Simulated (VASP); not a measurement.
# CdS (P6_3mc) in VASP: vibrations by perturbation theory with LDA

Aim: the vibrations by perturbation theory of CdS with LDA.

All numbers are computed with VASP 6.6.1; they aren't measurements. Logs are shortened: lines on timing, memory, paths and dates and some standing lists are left out, and cuts for length are marked.

## Step 1: The cell of the first run

It takes space group P6_3mc (No. 186, hexagonal). Conventional cell: a = 4.074 Å, b = 4.074 Å, c = 6.639 Å, α = 90.00°, β = 90.00°, γ = 120.00°. Within 3.3 Å of Cd (site symmetry 3m) lie 4 S at 2.49 to 2.50 Å. S (site symmetry 3m) has 4 Cd at 2.49 to 2.50 Å within 3.3 Å.

## Step 2: Vibrations by perturbation theory, LDA

File INCAR:

```
PREC     = Accurate       # precision mode
ENCUT    = 520            # plane-wave cutoff, eV
EDIFF    = 1E-8           # SCF threshold, eV
ISMEAR   = 0              # smearing method
SIGMA    = 0.01           # smearing width, eV
LREAL    = F              # projectors in reciprocal space
LASPH    = T              # aspherical terms in the spheres
NELM     = 100            # most SCF steps
ALGO     = Normal         # electronic algorithm
ISIF     = 2              # what is computed and relaxed
LWAVE    = F              # write WAVECAR
LCHARG   = F              # write CHGCAR
IBRION   = 8              # ionic algorithm
NSW      = 1              # ionic steps
LEPSILON = T              # dielectric tensor by DFPT
```

File KPOINTS:

```
Automatic mesh
0
Gamma
  9 9 4
```

File POSCAR:

```
CdS
1.0
    4.0737263950      0.0000000000      0.0000000000
   -2.0368631975      3.5279505462      0.0000000000
    0.0000000000      0.0000000000      6.6388628624
Cd S
2 2
Direct
    0.6666666667      0.3333333333      0.5004620085
    0.3333333333      0.6666666667      0.0004620085
    0.6666666667      0.3333333333      0.8765379915
    0.3333333333      0.6666666667      0.3765379915
```

Potentials or basis: VASP PAW LDA potentials, release 64 (Cd, S).

Run with:

```bash
> cat potpaw_LDA.64/Cd/POTCAR potpaw_LDA.64/S/POTCAR > POTCAR
> mpirun -np 1 vasp_std > vasp.out
```

OUTCAR:

```text
PREC = Accurate
   ENCUT = 520
   EDIFF = 1E-8
   ISMEAR = 0
   LREAL = F
   LASPH = T
   NELM = 100
   ISIF = 2
   IBRION = 8
   NSW = 1
   LEPSILON = T

 ion  position               nearest neighbor table
   1  0.667  0.333  0.500-   4 2.49   4 2.49   4 2.49   3 2.50
   2  0.333  0.667  0.000-   3 2.49   3 2.49   3 2.49   4 2.50
   3  0.667  0.333  0.877-   2 2.49   2 2.49   2 2.49   1 2.50
   4  0.333  0.667  0.377-   1 2.49   1 2.49   1 2.49   2 2.50

  LATTYP: Found a hexagonal cell.
 ALAT       =     4.0737263950
 C/A-ratio  =     1.6296781420

  Lattice vectors:

 A1 = (   4.0737263950,   0.0000000000,   0.0000000000)
 A2 = (  -2.0368631975,   3.5279505462,   0.0000000000)
 A3 = (   0.0000000000,   0.0000000000,   6.6388628624)

Analysis of symmetry for initial positions (statically):
=====================================================================
 Subroutine PRICEL returns:
 Original cell was already a primitive cell.

 Routine SETGRP: Setting up the symmetry group for a
 hexagonal supercell.

 Subroutine GETGRP returns: Found 12 space group operations
 (whereof  6 operations were pure point group operations)
 out of a pool of 24 trial point group operations.

The static configuration has the point symmetry C_3v.
 The point group associated with its full space group is C_6v.

Analysis of symmetry for dynamics (positions and initial velocities):
=====================================================================
 Subroutine PRICEL returns:
 Original cell was already a primitive cell.

 Routine SETGRP: Setting up the symmetry group for a
 hexagonal supercell.

 Subroutine GETGRP returns: Found 12 space group operations
 (whereof  6 operations were pure point group operations)
 out of a pool of 24 trial point group operations.

The dynamic configuration has the point symmetry C_3v.
 The point group associated with its full space group is C_6v.

 Subroutine INISYM returns: Found 12 space group operations
 (whereof  6 operations are pure point group operations),
 and found     1 'primitive' translations

----------------------------------------------------------------------------------------

                                     Primitive cell

  volume of cell :      95.4131

  direct lattice vectors                    reciprocal lattice vectors
     4.073726395  0.000000000  0.000000000     0.245475494  0.141725343  0.000000000
    -2.036863197  3.527950546  0.000000000     0.000000000  0.283450685  0.000000000
     0.000000000  0.000000000  6.638862862     0.000000000  0.000000000  0.150628206

  length of vectors
     4.073726395  4.073726395  6.638862862     0.283450685  0.283450685  0.150628206

  position of ions in fractional coordinates (direct lattice)
     0.666666667  0.333333333  0.500462009
     0.333333333  0.666666667  0.000462009
     0.666666667  0.333333333  0.876537992
     0.333333333  0.666666667  0.376537992

  ion indices of the primitive-cell ions
   primitive index   ion index
                 1           1
                 2           2
                 3           3
[... 788 lines left out ...]
     0.32883  0.00000 -0.00000
     0.00000  0.32883  0.00000
     0.00000 -0.00000 -0.68157

[... ionic steps 4 to 9 ...]

--------------------------------------- Ionic step       10  -------------------------------------------

------------------------ aborting loop because EDIFF is reached ----------------------------------------

[... ionic steps 11 to 11 ...]

--------------------------------------- Ionic step       12  -------------------------------------------

 Free energy of the ion-electron system (eV)
  ---------------------------------------------------
  ---------------------------------------------------
  free energy    TOTEN  =        -0.12079782 eV

  energy without entropy =       -0.12079782

------------------------ aborting loop because EDIFF is reached ----------------------------------------

 INTERNAL STRAIN TENSOR  FOR ION    3  DIRECTION 3   (eV/Angst):
 -----------------------------------------------------------------------------
     4.53090 -0.00000  0.00000
     0.00000  4.53090  0.00000
    -0.00000  0.00000 -8.71080

 MACROSCOPIC STATIC DIELECTRIC TENSOR (including local field effects in DFT)
 ------------------------------------------------------
           6.673645    -0.000000    -0.000000
          -0.000000     6.673645     0.000000
           0.000000     0.000000     6.826572
 ------------------------------------------------------

 PIEZOELECTRIC TENSOR (including local field effects)  for field in x, y, z        (e  Angst)
          XX          YY          ZZ          XY          YZ          ZX
  --------------------------------------------------------------------------------
  x     0.00000     0.00000    -0.00000    -0.00000     0.00000     2.03361
  y    -0.00000     0.00000     0.00000     0.00000     2.03361     0.00000
  z     1.95826     1.95826    -4.05889     0.00000     0.00000    -0.00000

 PIEZOELECTRIC TENSOR (including local field effects)  for field in x, y, z        (C/m^2)
          XX          YY          ZZ          XY          YZ          ZX
  --------------------------------------------------------------------------------
  x     0.00000     0.00000    -0.00000    -0.00000     0.00000     0.34148
  y    -0.00000     0.00000     0.00000     0.00000     0.34148     0.00000
  z     0.32883     0.32883    -0.68157     0.00000     0.00000    -0.00000

 BORN EFFECTIVE CHARGES (including local field effects) (in |e|, cummulative output)
 ---------------------------------------------------------------------------------
 ion    1
    1     2.07895     0.00000     0.00000
    2     0.00000     2.07895     0.00000
    3     0.00000     0.00000     2.18522
 ion    2
    1     2.07895     0.00000     0.00000
    2     0.00000     2.07895     0.00000
    3    -0.00000     0.00000     2.18522
 ion    3
    1    -2.07895     0.00000     0.00000
    2    -0.00000    -2.07895     0.00000
    3     0.00000     0.00000    -2.18522
 ion    4
    1    -2.07895    -0.00000     0.00000
    2     0.00000    -2.07895     0.00000
    3     0.00000    -0.00000    -2.18522

 INTERNAL STRAIN TENSOR FOR ION    4 for displacements in x,y,z  (eV/Angst):
          X           Y           Z          XY          YZ          ZX
  --------------------------------------------------------------------------------
  x     0.00000     0.00000     0.00000    -7.54191     0.00000     4.70782
  y    -7.54191     7.54191     0.00000     0.00000     4.23776     0.00000
  z     4.53090     4.53090    -8.71080     0.00000     0.00000     0.00000

 SECOND DERIVATIVES (NOT SYMMETRIZED)
 ------------------------------------
               1X          1Y          1Z          2X          2Y          2Z          3X          3Y          3Z          4X          4Y          4Z
  1X    -5.815898    0.000000    0.000000   -0.069914    0.000000    0.000000    0.053889   -0.000000   -0.000000    5.831923   -0.000000   -0.000000
  1Y     0.000000   -5.815898    0.000000    0.000000   -0.069914    0.000000    0.000000    0.053889   -0.000000   -0.000000    5.831923   -0.000000
  1Z     0.000000    0.000000   -7.268298    0.000000    0.000000    1.718520    0.000000    0.000000    4.287293    0.000000    0.000000    1.262484
  2X    -0.069914    0.000000   -0.000000   -5.815898   -0.000000   -0.000000    5.831923    0.000000    0.000000    0.053889    0.000000    0.000000
  2Y     0.000000   -0.069914   -0.000000    0.000000   -5.815898   -0.000000    0.000000    5.831923    0.000000    0.000000    0.053889    0.000000
  2Z     0.000000    0.000000    1.718520    0.000000    0.000000   -7.268298   -0.000000    0.000000    1.262484    0.000000    0.000000    4.287293
  3X     0.037505   -0.000000    0.000000    5.812961   -0.000000   -0.000000   -6.372998    0.000000   -0.000000    0.522533   -0.000000   -0.000000
  3Y    -0.000000    0.037505    0.000000    0.000000    5.812961    0.000000    0.000000   -6.372998    0.000000   -0.000000    0.522533    0.000000
  3Z     0.000000    0.000000    4.265102    0.000000    0.000000    1.250918    0.000000    0.000000   -8.287405    0.000000    0.000000    2.771384
  4X     5.812961   -0.000000    0.000000    0.037505    0.000000    0.000000    0.522533   -0.000000   -0.000000   -6.372998    0.000000    0.000000
  4Y     0.000000    5.812961   -0.000000    0.000000    0.037505   -0.000000    0.000000    0.522533   -0.000000    0.000000   -6.372998   -0.000000
  4Z     0.000000   -0.000000    1.250918    0.000000    0.000000    4.265102    0.000000    0.000000    2.771384    0.000000    0.000000   -8.287405

 Eigenvectors and eigenvalues of the dynamical matrix
 ----------------------------------------------------

   1 f  =    9.302825 THz    58.451376 2PiTHz  310.308855 cm-1    38.473377 meV
             X         Y         Z           dx          dy          dz
      2.036863  1.175984  3.322499    -0.000000   -0.000000    0.127587
     -0.000000  2.351967  0.003067     0.000000    0.000000   -0.127587
      2.036863  1.175984  5.819216    -0.000000   -0.000000   -0.695501
     -0.000000  2.351967  2.499784     0.000000    0.000000    0.695501
[... 71 lines left out ...]
  12 f/i=    0.009497 THz     0.059672 2PiTHz    0.316787 cm-1     0.039277 meV
             X         Y         Z           dx          dy          dz
      2.036863  1.175984  3.322499    -0.108607    0.613767    0.000000
     -0.000000  2.351967  0.003067    -0.108607    0.613767    0.000000
      2.036863  1.175984  5.819216    -0.058182    0.328799    0.000000
     -0.000000  2.351967  2.499784    -0.058182    0.328799    0.000000

--------------------------------------------------------------------------------------------------------

 MACROSCOPIC STATIC DIELECTRIC TENSOR IONIC CONTRIBUTION
 ------------------------------------------------------
           2.793661     0.000000    -0.000000
           0.000000     2.793661    -0.000000
          -0.000000    -0.000000     3.273598
 ------------------------------------------------------

 ELASTIC MODULI CONTR FROM IONIC RELAXATION (kBar)
 Direction    XX          YY          ZZ          XY          YZ          ZX
 --------------------------------------------------------------------------------
 XX        -401.4280    152.7161    239.6593     -0.0000      0.0000     -0.0000
 YY         152.7161   -401.4280    239.6593      0.0000      0.0000      0.0000
 ZZ         239.6593    239.6593   -461.8723      0.0000     -0.0000     -0.0000
 XY          -0.0000      0.0000      0.0000   -277.0720     -0.0000     -0.0000
 YZ          -0.0000      0.0000     -0.0000     -0.0000   -112.4243     -0.0000
 ZX          -0.0000      0.0000     -0.0000      0.0000     -0.0000   -119.6059
 --------------------------------------------------------------------------------

 PIEZOELECTRIC TENSOR IONIC CONTR  for field in x, y, z        (C/m^2)
          XX          YY          ZZ          XY          YZ          ZX
  --------------------------------------------------------------------------------
  x    -0.00000     0.00000    -0.00000    -0.00000    -0.00000    -0.54392
  y    -0.00000    -0.00000    -0.00000    -0.00000    -0.52734    -0.00000
  z    -0.60037    -0.60037     1.15703    -0.00000     0.00000     0.00000
```

Run time: 59 min. Hardware: 1 thread of Intel Xeon 8259CL, shared host; peak memory 0.81 GiB.

Results:

```yaml
Electronic_dielectric_tensor_diagonal: 6.67, 6.67, 6.83
Born_charges_mean_of_the_diagonal: Cd +2.11; S -2.11 e
Highest_phonon_frequency_at_Γ_LO-TO_splitting_left_out: 310 cm⁻¹
```

Phonon frequencies in cm⁻¹ (negative: imaginary):
| q point | frequencies |
| --- | --- |
| (0.000, 0.000, 0.000) | 0 0 0 43 43 139 245 253 253 266 266 310 |

Electronic dielectric tensor:
```
6.67 0.00 0.00
0.00 6.67 0.00
0.00 0.00 6.83
```

Born effective charge tensors (e):
atom 1, Cd
```
2.08 0.00 0.00
0.00 2.08 0.00
0.00 0.00 2.19
```
atom 2, Cd
```
2.08 0.00 0.00
0.00 2.08 0.00
0.00 0.00 2.19
```
atom 3, S
```
-2.08  0.00  0.00
 0.00 -2.08  0.00
 0.00  0.00 -2.19
```
atom 4, S
```
-2.08  0.00  0.00
 0.00 -2.08  0.00
 0.00  0.00 -2.19
```
